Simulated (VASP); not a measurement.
A run of VASP 6.6.1 is set up as follows.

INCAR

```
PREC = Accurate
ENCUT = 600
EDIFF = 1E-6
ISMEAR = -1
SIGMA = 0.1
LREAL = False
LASPH = True
NELM = 120
ALGO = Normal
ISIF = 2
LWAVE = False
LCHARG = False
GGA = PE
NBANDS = 27
GGA_COMPAT = False
```

The input KPOINTS:

```
regular mesh
0
Gamma
  5 5 5
```

Contents of POSCAR:

```
Cu3N
1.0
    3.6481870792      0.0000000000      0.0000000000
    0.0000000000      3.6481870792      0.0000000000
    0.0000000000      0.0000000000      3.6481870792
Cu N
3 1
Direct
    0.5000000000      0.0000000000      0.0000000000
    0.0000000000      0.5000000000      0.0000000000
    0.0000000000      0.0000000000      0.5000000000
    0.0000000000      0.0000000000      0.0000000000
```

Potentials or basis: VASP PAW PBE potentials, release 64 (Cu, N).

The run is started by

```sh
$ cat potpaw_PBE.64/Cu/POTCAR potpaw_PBE.64/N/POTCAR > POTCAR
$ mpirun -np 1 vasp_std > vasp.out
```

(1) Predict the band gap on the k mesh.

(2) What does it give for the pressure?

Results:

(1) 1.36 eV, indirect (least direct gap 1.68 eV).

(2) 23.9 GPa.
